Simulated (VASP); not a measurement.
# MgS (I-4m2) in VASP: notebook

MgS is run at these levels: HSE06; tasks: single point.

Program: VASP 6.6.1. These are calculated values, not measurements. Logs are shortened: lines on timing, memory, paths and dates and some standing lists are left out, and cuts for length are marked.

### Step 1. The cell of the first run

It takes space group I-4m2 (No. 119, tetragonal). Conventional cell: a = 4.164 Å, b = 4.164 Å, c = 5.314 Å, α = 90.00°, β = 90.00°, γ = 90.00°. Mg (site symmetry -4m2) has 4 S at 2.47 Å within 3.3 Å. Within 3.3 Å of S (site symmetry -4m2) lie 4 Mg at 2.47 Å.

### Step 2. Single point, HSE06 (epitaxial xy strain +4.0%)

File POSCAR:

```
MgS
1.0
    0.0000000000      2.9441119149      2.6568738787
    2.9441119149      0.0000000000      2.6568738787
    2.9441119149      2.9441119149      0.0000000000
Mg S
1 1
Direct
    0.0000000000      0.0000000000      0.0000000000
    0.2500000000      0.2500000000      0.2500000000
```

File INCAR.step1:

```
SYSTEM = MgS
PREC = Accurate ; ENCUT = 520
EDIFF = 1E-5 ; ISMEAR = 0
SIGMA = 0.01 ; LREAL = .FALSE.
LASPH = .TRUE. ; NELM = 100
ALGO = Normal ; ISIF = 2
LWAVE = .TRUE. ; GGA = PE
NBANDS = 11
```

File INCAR.step2:

```
SYSTEM = MgS
PREC = Accurate ; ENCUT = 520
EDIFF = 1E-7 ; ISMEAR = 0
SIGMA = 0.01 ; LREAL = .FALSE.
LASPH = .TRUE. ; NELM = 100
ALGO = Normal ; ISIF = 2
LWAVE = .FALSE. ; LCHARG = .TRUE.
GGA = PE ; LHFCALC = .TRUE.
HFSCREEN = 0.2079 ; PRECFOCK = Normal
LELF = .TRUE. ; LVHAR = .TRUE.
ISTART = 1 ; NBANDS = 11
```

File KPOINTS:

```
regular mesh
0
G
  6 6 6
  0 0 0
```

Potentials or basis: VASP PAW PBE potentials, release 64 (Mg, S).

Launch:

```console
$ cat potpaw_PBE.64/Mg/POTCAR potpaw_PBE.64/S/POTCAR > POTCAR
$ cp INCAR.step1 INCAR
$ mpirun -np 1 vasp_std > vasp.out
$ cp INCAR.step2 INCAR
$ mpirun -np 1 vasp_std > vasp.out
```

OUTCAR:

```text
SYSTEM = MgS
   PREC = Accurate
   ENCUT = 520
   EDIFF = 1E-7
   ISMEAR = 0
   LREAL = .FALSE.
   LASPH = .TRUE.
   NELM = 100
   ISIF = 2
   GGA = PE
   LHFCALC = .TRUE.
   HFSCREEN = 0.2079
   PRECFOCK = Normal
   ISTART = 1

 ion  position               nearest neighbor table
   1  0.000  0.000  0.000-   2 2.47   2 2.47   2 2.47   2 2.47
   2  0.250  0.250  0.250-   1 2.47   1 2.47   1 2.47   1 2.47

  LATTYP: Found a body centered tetragonal cell.
 ALAT       =     4.1636029992
 C/A-ratio  =     1.2762378542

  Lattice vectors:

 A1 = (   0.0000000000,  -2.9441119149,  -2.6568738787)
 A2 = (   0.0000000000,   2.9441119149,  -2.6568738787)
 A3 = (   2.9441119149,   0.0000000000,   2.6568738787)

Analysis of symmetry for initial positions (statically):
=====================================================================
 Subroutine PRICEL returns:
 Original cell was already a primitive cell.

 Routine SETGRP: Setting up the symmetry group for a
 body centered tetragonal supercell.

 Subroutine GETGRP returns: Found  8 space group operations
 (whereof  8 operations were pure point group operations)
 out of a pool of 16 trial point group operations.

The static configuration has the point symmetry D_2d.

Analysis of symmetry for dynamics (positions and initial velocities):
=====================================================================
 Subroutine PRICEL returns:
 Original cell was already a primitive cell.

 Routine SETGRP: Setting up the symmetry group for a
 body centered tetragonal supercell.

 Subroutine GETGRP returns: Found  8 space group operations
 (whereof  8 operations were pure point group operations)
 out of a pool of 16 trial point group operations.

The dynamic configuration has the point symmetry D_2d.

 Subroutine INISYM returns: Found  8 space group operations
 (whereof  8 operations are pure point group operations),
 and found     1 'primitive' translations

----------------------------------------------------------------------------------------

                                     Primitive cell

  volume of cell :      46.0585

  direct lattice vectors                    reciprocal lattice vectors
     0.000000000  2.944111915  2.656873879    -0.169830500  0.169830500  0.188191093
     2.944111915  0.000000000  2.656873879     0.169830500 -0.169830500  0.188191093
     2.944111915  2.944111915  0.000000000     0.169830500  0.169830500 -0.188191093

  length of vectors
     3.965699658  3.965699658  4.163602999     0.305124049  0.305124049  0.305124049

  position of ions in fractional coordinates (direct lattice)
     0.000000000  0.000000000  0.000000000
     0.250000000  0.250000000  0.250000000

  ion indices of the primitive-cell ions
   primitive index   ion index
                 1           1
                 2           2

----------------------------------------------------------------------------------------

 KPOINTS: regular mesh

Automatic generation of k-mesh.
 Grid dimensions read from file:
 generate k-points for:    6    6    6

 Generating k-lattice:

  Cartesian coordinates                     Fractional coordinates (reciprocal lattice)
    -0.028305083  0.028305083  0.031365182     0.166666667 -0.000000000  0.000000000
     0.028305083 -0.028305083  0.031365182    -0.000000000  0.166666667  0.000000000
     0.028305083  0.028305083 -0.031365182     0.000000000  0.000000000  0.166666667

  Length of vectors
     0.050854008  0.050854008  0.050854008

  Shift w.r.t. Gamma in fractional coordinates (k-lattice)
     0.000000000  0.000000000  0.000000000

 Subroutine IBZKPT returns following result:
 ===========================================

 Found     30 irreducible k-points:

 Following reciprocal coordinates:
            Coordinates               Weight
  0.000000  0.000000  0.000000      1.000000
  0.166667 -0.000000  0.000000      8.000000
  0.333333  0.000000  0.000000      8.000000
  0.500000  0.000000  0.000000      4.000000
  0.166667  0.166667  0.000000      2.000000
  0.333333  0.166667  0.000000      8.000000
[... 16 lines left out ...]
  0.333333  0.000000  0.333333      4.000000
  0.500000  0.000000  0.333333     16.000000
 [... further k-points ...]
   k-points           NKPTS =     30   k-points in BZ     NKDIM =    216   number of bands    NBANDS=     11
   number of dos      NEDOS =    301   number of ions     NIONS =      2
   total plane-waves  NPLWV =  28800
   dimension x,y,z NGX =    30 NGY =   30 NGZ =   32
   dimension x,y,z NGXF=    60 NGYF=   60 NGZF=   64
   ions per type =               1   1
   NGX,Y,Z   is equivalent  to a cutoff of  12.58, 12.58, 12.78 a.u.
   NGXF,Y,Z  is equivalent  to a cutoff of  25.15, 25.15, 25.55 a.u.
 SYSTEM =  MgS
   PREC   = accura    normal or accurate (medium, high low for compatibility)
   ISTART =      1    job   : 0-new  1-cont  2-samecut
   ICHARG =      0    charge: 1-file 2-atom 10-const
   ISPIN  =      1    spin polarized calculation?
   LNONCOLLINEAR =      F non collinear calculations
   LSORBIT =      F    spin-orbit coupling
   LASPH  =      T    aspherical Exc in radial PAW
   ENCUT  =  520.0 eV  38.22 Ry    6.18 a.u.   7.37  7.37  7.74*2*pi/ulx,y,z
   NELM   =    100;   NELMIN=  2; NELMDL=  0     # of ELM steps
   EDIFF  = 0.1E-06   stopping-criterion for ELM
   LREAL  =      F    real-space projection
   EDIFFG = 0.1E-05   stopping-criterion for IOM
   NSW    =      0    number of steps for IOM
   IBRION =     -1    ionic relax: 0-MD 1-quasi-New 2-CG
   NFREE  =      0    steps in history (QN), initial steepest desc. (CG)
   ISIF   =      2    stress and relaxation
   ISYM   =      3    0-nonsym 1-usesym 2-fastsym
   POTIM  = 0.5000    time-step for ionic-motion
   TEBEG  =    0.0;   TEEND  =   0.0 temperature during run
   PSTRESS=    0.0 pullay stress
   NELECT =       8.0000    total number of electrons
   NUPDOWN=      -1.0000    fix difference up-down
   EMIN   =  10.00;   EMAX   =-10.00  energy-range for DOS
   EFERMI =   0.00;   METHOD = LEGACY
   ISMEAR =     0;   SIGMA  =   0.01  broadening in eV -4-tet -1-fermi 0-gaus
   EFERMI_NEDOS =   21; number of points for ismear=-14 and -15
   IALGO  =     38    algorithm
   IMIX   =      1    mixing-type and parameters
     AMIX     =   0.40;   BMIX     =  1.00
     AMIX_MAG =   1.60;   BMIX_MAG =  1.00
  volume/ion in A,a.u.               =      23.03       155.41
  Fermi-wavevector in a.u.,A,eV,Ry     =   0.913415  1.726105 11.351716  0.834328
  Thomas-Fermi vector in A             =   2.037924
   LORBIT       =      0    0 simple, 1 ext, 2 COOP (PROOUT), +10 PAW based schemes
   GGA     = PE    functional components
   LHFCALC =     T    Hartree Fock is set to
   PRECFOCK=normal    Normal, Fast or Accurate (Low or Medium for compatibility)
   ENCUT4O =  -1.0   cutoff for four orbital integrals eV
   NKREDX  =     1    reduce k-point grid by
   NKREDY  =     1    reduce k-point grid by
   NKREDZ  =     1    reduce k-point grid by
   AEXX    =    0.2500 exact exchange contribution
   HFSCREEN=    0.2079 screening length (either q_TF or 0.3 A-1)
   HFSCREENC=   0.2079 screening length for correlation (either q_TF or 0.3 A-1)
   ENCUTFOCK=  -1.0 apply spherical cutoff to Coloumb kernel
   IVDW    =     0    specifies the selected vdW correction
   LEPSILON=     F    determine dielectric tensor
   LRPA    =     F    only Hartree local field effects (RPA)
 non-spin polarized calculation
 Gauss-broadening in eV      SIGMA  =   0.01
  energy-cutoff  :      520.00
  volume of cell :       46.06
 maximum number of plane-waves:      1257
 NGX is ok and might be reduce to    30
  NGX = 24; NGY = 24; NGZ = 24

 number of electron       8.0000001 magnetization

 Free energy of the ion-electron system (eV)
  ---------------------------------------------------
  ext. energy  EPLUGINS =         0.00000000
  ---------------------------------------------------
  free energy    TOTEN  =        -9.82337504 eV

  energy without entropy =       -9.82337504  energy(sigma->0) =       -9.82337504

 E-fermi :   0.4988     XC(G=0):  -6.9809

 val. band max:        0.4129499437   @ k =   0.0000   0.0000   0.0000
 cond. band min:       4.6482573991   @ k =   0.0000   0.0000   0.0000
 fundamental gap:      4.2353074554
 Fermi energy:         0.4987582048

 k-point     1 :       0.0000    0.0000    0.0000
  band No.  band energies     occupation
      1     -12.1125      2.00000
      2       0.1924      2.00000
      3       0.1924      2.00000
      4       0.4129      2.00000
      5       4.6483      0.00000
      6       9.4085      0.00000
      7       9.4085      0.00000
      8       9.5033      0.00000
      9      11.5567      0.00000
     10      13.0098      0.00000
     11      14.6251      0.00000

 k-point     2 :       0.1667   -0.0000    0.0000
  band No.  band energies     occupation
      1     -11.9495      2.00000
      2      -0.8434      2.00000
      3       0.0464      2.00000
      4       0.2859      2.00000
      5       5.6780      0.00000
      6       9.0619      0.00000
      7       9.4982      0.00000
      8       9.8598      0.00000
      9      11.3139      0.00000
     10      12.0798      0.00000
     11      14.5739      0.00000

 k-point     3 :       0.3333    0.0000    0.0000
  band No.  band energies     occupation
      1     -11.5859      2.00000
      2      -2.4118      2.00000
      3      -0.2179      2.00000
      4       0.1833      2.00000
      5       6.3638      0.00000
      6       8.8918      0.00000
      7       9.3691      0.00000
      8      10.1710      0.00000
      9      12.4606      0.00000
     10      12.9491      0.00000
     11      13.9148      0.00000
[... 267 lines left out ...]
 k-point    23 :       0.3333    0.0000    0.3333
  band No.  band energies     occupation
      1     -11.4578      2.00000
      2      -2.3128      2.00000
      3      -0.4739      2.00000
      4      -0.4349      2.00000
      5       5.8932      0.00000
      6       7.6582      0.00000
      7      10.3588      0.00000
      8      11.4466      0.00000
      9      12.7053      0.00000
     10      14.2213      0.00000
     11      16.4480      0.00000

 k-point    24 :       0.5000    0.0000    0.3333
  band No.  band energies     occupation
      1     -11.2510      2.00000
      2      -2.6437      2.00000
      3      -1.1152      2.00000
      4      -0.5140      2.00000
      5       5.9804      0.00000
      6       8.0087      0.00000
      7      10.5419      0.00000
      8      11.9423      0.00000
      9      13.5650      0.00000
     10      14.7898      0.00000
     11      16.2960      0.00000

 [... further k-points ...]

------------------------ aborting loop because EDIFF is reached ----------------------------------------

  FORCE on cell =-STRESS in cart. coord.  units (eV):
  Direction    XX          YY          ZZ          XY          YZ          ZX
  --------------------------------------------------------------------------------------
  -------------------------------------------------------------------------------------
  Total       -0.5526254     -0.5526254     -0.0231353      0.0000000     -0.0000000      0.0000000
  in kB      -19.2234744    -19.2234744     -0.8047773      0.0000000     -0.0000000      0.0000000
  external PRESSURE =     -13.0839087 kB  Pullay stress =       0.0000000 kB

 VOLUME and BASIS-vectors are now :
 -----------------------------------------------------------------------------
  energy-cutoff  :      520.00
  volume of cell :       46.06
      direct lattice vectors                 reciprocal lattice vectors
     0.000000000  2.944111915  2.656873879    -0.169830500  0.169830500  0.188191093
     2.944111915  0.000000000  2.656873879     0.169830500 -0.169830500  0.188191093
     2.944111915  2.944111915  0.000000000     0.169830500  0.169830500 -0.188191093

 POSITION                                       TOTAL-FORCE (eV/Angst)
 -----------------------------------------------------------------------------------
      0.00000      0.00000      0.00000        -0.000000     -0.000000      0.000000
      1.47206      1.47206      1.32844         0.000000      0.000000     -0.000000
 -----------------------------------------------------------------------------------
    total drift:                                0.000002      0.000002     -0.000005

  FREE ENERGIE OF THE ION-ELECTRON SYSTEM (eV)
  ---------------------------------------------------
  free  energy   TOTEN  =        -9.8233750381 eV

  energy  without entropy=       -9.8233750381  energy(sigma->0) =       -9.82337504
```

Wall time 30 min (1 thread of Intel Xeon 6975P-C, shared host); peak memory 0.31 GiB.

What came out:

```yaml
Free_energy: -9.8234 eV
Pressure: -1.3 GPa
Band_gap_on_the_k_mesh: 4.24 eV, direct
```

Caveat: the cell differs from its parent crystal (epitaxial xy strain +4.0%); the PAW data sets were made with another functional, which shifts forces and pressure a little.

[end of part 1 of 2]
